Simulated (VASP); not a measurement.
# Cu in VASP: notebook, part 2 of 2

VASP 6.6.1. The steps go on from the part before.

## 3. Single point, PBE

INCAR

```
SYSTEM = Cu
PREC = Accurate
ENCUT = 520
EDIFF = 1E-6
ISMEAR = -1
SIGMA = 0.1
LREAL = .False.
LASPH = .True.
NELM = 60
ALGO = Normal
ISIF = 2
LWAVE = .False.
LCHARG = .True.
GGA = PE
LELF = .True.
LVHAR = .True.
NBANDS = 30
```

KPOINTS

```
Automatic mesh
0
Gamma
  15 15 1
  0 0 0
```

POSCAR

```
Cu
1.0
    2.5665139637      0.0000000000      0.0000000000
   -1.2832569818      2.2226662917      0.0000000000
    0.0000000000      0.0000000000     22.2866000000
Cu
4
Direct
    0.0000000000      0.0000000000      0.3602342432
    0.3333333333      0.6666666667      0.4531632598
    0.6666666667      0.3333333333      0.5468367274
    0.0000000000      0.0000000000      0.6397657690
```

Potentials or basis: VASP PAW PBE potentials, release 64 (Cu).

The run is started by

```bash
$ cat potpaw_PBE.64/Cu/POTCAR > POTCAR
$ mpirun -np 1 vasp_std > vasp.out
```

OUTCAR:

```text
SYSTEM = Cu
   PREC = Accurate
   ENCUT = 520
   EDIFF = 1E-6
   ISMEAR = -1
   LREAL = .False.
   LASPH = .True.
   NELM = 60
   ISIF = 2
   GGA = PE

 ion  position               nearest neighbor table
   1  0.000  0.000  0.360-   2 2.55   2 2.55   2 2.55
   2  0.333  0.667  0.453-   1 2.55   1 2.55   1 2.55   3 2.56   3 2.56   3 2.56
   3  0.667  0.333  0.547-   4 2.55   4 2.55   4 2.55   2 2.56   2 2.56   2 2.56
   4  0.000  0.000  0.640-   3 2.55   3 2.55   3 2.55

  LATTYP: Found a hexagonal cell.
 ALAT       =     2.5665139637
 C/A-ratio  =     8.6836075374

  Lattice vectors:

 A1 = (   2.5665139637,   0.0000000000,   0.0000000000)
 A2 = (  -1.2832569818,   2.2226662917,   0.0000000000)
 A3 = (   0.0000000000,   0.0000000000,  22.2866000000)

Analysis of symmetry for initial positions (statically):
=====================================================================
 Subroutine PRICEL returns:
 Original cell was already a primitive cell.

 Routine SETGRP: Setting up the symmetry group for a
 hexagonal supercell.

 Subroutine GETGRP returns: Found 12 space group operations
 (whereof 12 operations were pure point group operations)
 out of a pool of 24 trial point group operations.

The static configuration has the point symmetry D_3d.

Analysis of symmetry for dynamics (positions and initial velocities):
=====================================================================
 Subroutine PRICEL returns:
 Original cell was already a primitive cell.

 Routine SETGRP: Setting up the symmetry group for a
 hexagonal supercell.

 Subroutine GETGRP returns: Found 12 space group operations
 (whereof 12 operations were pure point group operations)
 out of a pool of 24 trial point group operations.

[... 118 lines left out ...]
   EFERMI =   0.00;   METHOD = LEGACY
   ISMEAR =    -1;   SIGMA  =   0.10  broadening in eV -4-tet -1-fermi 0-gaus
   EFERMI_NEDOS =   21; number of points for ismear=-14 and -15
   IALGO  =     38    algorithm
   IMIX   =      4    mixing-type and parameters
     AMIX     =   0.40;   BMIX     =  1.00
     AMIX_MAG =   1.60;   BMIX_MAG =  1.00
  volume/ion in A,a.u.               =      31.78       214.49
  Fermi-wavevector in a.u.,A,eV,Ry     =   1.149402  2.172054 17.974986  1.321124
  Thomas-Fermi vector in A             =   2.286071
   LORBIT       =      0    0 simple, 1 ext, 2 COOP (PROOUT), +10 PAW based schemes
   GGA     = PE    functional components
   LHFCALC =     F    Hartree Fock is set to
   AEXX    =    0.0000 exact exchange contribution
   IVDW    =     0    specifies the selected vdW correction
   LEPSILON=     F    determine dielectric tensor
   LRPA    =     F    only Hartree local field effects (RPA)
 non-spin polarized calculation
  energy-cutoff  :      520.00
  volume of cell :      127.13
 maximum number of plane-waves:      3450
 NGX is ok and might be reduce to    20
   NGX =  9   NGY =  9   NGZ = 83

 number of electron      44.0000028 magnetization

 Free energy of the ion-electron system (eV)
  ---------------------------------------------------
  ext. energy  EPLUGINS =         0.00000000
  ---------------------------------------------------
  free energy    TOTEN  =       -14.00656253 eV

  energy without entropy =      -13.95682286  energy(sigma->0) =      -13.98169269

 E-fermi :  -0.0916     XC(G=0):  -5.5623

 val. band max:       -0.1977058310   @ k =   0.4000   0.0667   0.0000
 cond. band min:      -0.0471702372   @ k =   0.1333   0.0667   0.0000
 fundamental gap:      0.1505355939
 Fermi energy:        -0.0916347893

 k-point     1 :       0.0000    0.0000    0.0000
  band No.  band energies     occupation
      1      -8.9979      2.00000
      2      -7.6922      2.00000
      3      -6.0055      2.00000
      4      -5.2064      2.00000
      5      -3.2122      2.00000
      6      -3.1217      2.00000
[... 781 lines left out ...]
     29       8.1712      0.00000
     30       8.9912      0.00000

 [... further k-points ...]

------------------------ aborting loop because EDIFF is reached ----------------------------------------

  FORCE on cell =-STRESS in cart. coord.  units (eV):
  Direction    XX          YY          ZZ          XY          YZ          ZX
  --------------------------------------------------------------------------------------
  -------------------------------------------------------------------------------------
  Total       -0.8682513     -0.8682513      0.1048008     -0.0000000      0.0000000     -0.0000000
  in kB      -10.9419389    -10.9419389      1.3207279     -0.0000000      0.0000000     -0.0000000
  external PRESSURE =      -6.8543833 kB  Pullay stress =       0.0000000 kB

 VOLUME and BASIS-vectors are now :
 -----------------------------------------------------------------------------
  energy-cutoff  :      520.00
  volume of cell :      127.13
      direct lattice vectors                 reciprocal lattice vectors
     2.566513964  0.000000000  0.000000000     0.389633571  0.224955047  0.000000000
    -1.283256982  2.222666292  0.000000000     0.000000000  0.449910094  0.000000000
     0.000000000  0.000000000 22.286600000     0.000000000  0.000000000  0.044870012

 POSITION                                       TOTAL-FORCE (eV/Angst)
 -----------------------------------------------------------------------------------
      0.00000      0.00000      8.02840         0.000000     -0.000000     -0.021361
     -0.00000      1.48178     10.09947         0.000000      0.000000     -0.001772
      1.28326      0.74089     12.18713        -0.000000      0.000000      0.001772
      0.00000      0.00000     14.25820         0.000000      0.000000      0.021361
 -----------------------------------------------------------------------------------
    total drift:                               -0.000000      0.000000      0.000010

  FREE ENERGIE OF THE ION-ELECTRON SYSTEM (eV)
  ---------------------------------------------------
  free  energy   TOTEN  =       -14.0065625273 eV

  energy  without entropy=      -13.9568228560  energy(sigma->0) =      -13.98169269
```

stdout:

```text
POSCAR found type information on POSCAR Cu
 POSCAR found :  1 types and       4 ions
 scaLAPACK will be used
 LDA part: xc-table for (Slater+PW92), standard interpolation
 POSCAR, INCAR and KPOINTS ok, starting setup
 FFT: planning ... GRIDC
 FFT: planning ... GRID_SOFT
 FFT: planning ... GRID
 WAVECAR not read
 entering main loop
```

Run time: 3.7 min. Hardware: 1 thread of Intel Xeon 8259CL, shared host; peak memory 0.28 GiB.

What came out:

```yaml
Free_energy: -14.0066 eV
Largest_force: 0.021 eV/Å
Band_gap_on_the_k_mesh: zero (bands 22 and 23 overlap by 5.21 eV)
```

Forces on the atoms (eV/Å):
```
Cu   0.000  0.000 -0.021
Cu   0.000  0.000 -0.002
Cu   0.000  0.000  0.002
Cu   0.000  0.000  0.021
```

Levels at points of the mesh, in eV from the Fermi level:
```
           k point  band 20  band 21  band 22  band 23  band 24  band 25
(0.00, 0.00, 0.00)    -1.74    -1.74    -1.63    -1.63    -1.19    -0.18
```

## 4. Relaxation of the atoms, PBE

INCAR

```
ALGO = Normal ; DIPOL = 0.5 0.5 0.500
EDIFF = 1E-6 ; EDIFFG = -0.01
ENCUT = 520 ; GGA = PE
IBRION = 2 ; IDIPOL = 3
ISIF = 2 ; ISMEAR = -1
LASPH = True ; LCHARG = False
LDIPOL = True ; LREAL = False
LWAVE = False ; NELM = 80
NSW = 60 ; PREC = Accurate
SIGMA = 0.1
```

KPOINTS

```
k-points
0
Gamma
  15 15 1
```

POSCAR

```
Cu
1.0
    2.5665139637      0.0000000000      0.0000000000
   -1.2832569818      2.2226662917      0.0000000000
    0.0000000000      0.0000000000     22.2866000000
Cu
4
Direct
    0.0000000000      0.0000000000      0.3589589792
    0.3333333340      0.6666666660      0.4529863260
    0.6666666670      0.3333333330      0.5470136734
    0.0000000000      0.0000000000      0.6410410208
```

The run is started by

```bash
$ cat potpaw_PBE.64/Cu/POTCAR > POTCAR
$ mpirun -np 1 vasp_std > vasp.out
```

Run time: 7.6 min. Hardware: 1 thread of Intel Xeon Platinum 8259CL at 2.50GHz (Skylake/Cascade Lake), shared host; peak memory 0.27 GiB.

It converged, with:

- Free energy: -14.0067 eV
- Energy gained by relaxing: 0.4 meV/atom
- Ionic steps: 6
- Largest force after relaxing: 0.009 eV/Å
- Band gap on the k mesh: zero (bands 22 and 23 overlap by 5.21 eV)

Forces in eV/Å, atoms in the order of the input:
```
Cu   0.000  0.000 -0.004
Cu   0.000  0.000  0.009
Cu   0.000  0.000 -0.009
Cu   0.000  0.000  0.004
```

The path:
| step | energy change (eV) | largest force (eV/Å) | pressure (GPa) |
| --- | --- | --- | --- |
| 1 | 0.0000 | 0.0682 | -1.04 |
| 2 | -0.0006 | 0.0506 | -1.04 |
| 3 | -0.0008 | 0.0355 | -0.99 |
| 4 | -0.0010 | 0.0308 | -0.93 |
| 5 | -0.0014 | 0.0146 | -0.73 |
| 6 | -0.0014 | 0.0088 | -0.79 |

Final structure:
```cif
data_structure
_symmetry_space_group_name_H-M 'P 1'
_symmetry_Int_Tables_number 1
_cell_length_a 2.5665
_cell_length_b 2.5665
_cell_length_c 22.2866
_cell_angle_alpha 90.000
_cell_angle_beta 90.000
_cell_angle_gamma 120.000
_cell_volume 127.13
loop_
_atom_site_label
_atom_site_type_symbol
_atom_site_fract_x
_atom_site_fract_y
_atom_site_fract_z
_atom_site_occupancy
Cu1 Cu 0.00000 0.00000 0.35992 1
Cu2 Cu 0.33333 0.66667 0.45302 1
Cu3 Cu 0.66667 0.33333 0.54698 1
Cu4 Cu 0.00000 0.00000 0.64008 1
```

Levels at points of the mesh, in eV from the Fermi level:
```tsv
k point	band 18	band 19	band 20	band 21	band 22	band 23	band 24	band 25	band 26
(0.00, 0.00, 0.00)	-2.06	-2.06	-1.74	-1.74	-1.62	-1.62	-1.19	-0.18	4.23
```

## 5. Relaxation of the atoms, PBE

INCAR

```
PREC = Accurate ; ENCUT = 520
EDIFF = 1E-6 ; ISMEAR = -1
SIGMA = 0.1 ; LREAL = False
LASPH = True ; NELM = 100
ALGO = Normal ; ISIF = 2
LWAVE = False ; LCHARG = False
LDIPOL = True ; IDIPOL = 3
DIPOL = 0.5 0.5 0.500 ; GGA = PE
IBRION = 2 ; NSW = 32
EDIFFG = -0.01
```

KPOINTS

```
regular mesh
0
Gamma
  15 15 1
```

POSCAR

```
Cu
1.0
    2.5665139637      0.0000000000      0.0000000000
   -1.2832569818      2.2226662917      0.0000000000
    0.0000000000      0.0000000000     22.2866000000
Cu
4
Direct
    0.0000000000      0.0000000000      0.3602342432
    0.3333333333      0.6666666667      0.4531632598
    0.6666666667      0.3333333333      0.5468367274
    0.0000000000      0.0000000000      0.6397657690
```

The run is started by

```bash
$ cat potpaw_PBE.64/Cu/POTCAR > POTCAR
$ mpirun -np 1 vasp_std > vasp.out
```

Wall time 3.4 min (1 thread of Oxide Virtual Turin-like, shared host); peak memory 0.24 GiB.

It converged, with:

```yaml
Free_energy: -14.0067 eV
Energy_gained_by_relaxing: 0.0 meV/atom
Ionic_steps: 6
Band_gap_on_the_k_mesh: zero (bands 22 and 23 overlap by 5.21 eV)
```

Forces in eV/Å, atoms in the order of the input:
```
Cu   0.000  0.000 -0.002
Cu   0.000  0.000 -0.003
Cu   0.000  0.000  0.003
Cu   0.000  0.000  0.002
```

Step by step:
| step | energy change (eV) | largest force (eV/Å) | pressure (GPa) |
| --- | --- | --- | --- |
| 1 | 0.0000 | 0.0214 | -0.68 |
| 2 | 0.0000 | 0.0160 | -0.71 |
| 3 | -0.0001 | 0.0110 | -0.72 |
| 4 | -0.0001 | 0.0261 | -0.86 |
| 5 | -0.0001 | 0.0164 | -0.78 |
| 6 | -0.0002 | 0.0028 | -0.76 |

Final structure:
```
CELL_PARAMETERS angstrom
2.56651 0.00000 0.00000
-1.28326 2.22267 0.00000
0.00000 0.00000 22.28660
ATOMIC_POSITIONS crystal
Cu 0.00000 0.00000 0.35992
Cu 0.33333 0.66667 0.45307
Cu 0.66667 0.33333 0.54693
Cu 0.00000 0.00000 0.64008
```

Levels at points of the mesh, in eV from the Fermi level:
| k point | band 20 | band 21 | band 22 | band 23 | band 24 | band 25 |
| --- | --- | --- | --- | --- | --- | --- |
| (0.00, 0.00, 0.00) | -1.74 | -1.74 | -1.62 | -1.62 | -1.19 | -0.18 |

## 6. Overview

| task | cell | dipole correction | electric field (eV/Å) | gap on the mesh (eV) | largest force (eV/Å) |
| --- | --- | --- | --- | --- | --- |
| single point | as given, atomic positions A | yes | -0.1 eV/Å | none | 0.02 |
| single point | as given, atomic positions A | no | - | none | 0.02 |
| relaxation of the atoms | atoms relaxed, atomic positions B | yes | - | none | 0.01 |
| relaxation of the atoms | atoms relaxed, atomic positions A | yes | - | none | - |

Alike in all rows: level PBE; potentials or basis VASP PAW PBE potentials, release 64 (Cu); no spin polarisation; k mesh 15 × 15 × 1; cutoff (eV) 520; smearing fermi-dirac 0.1 eV.

Absolute energies hang on the potentials; compare differences alone.
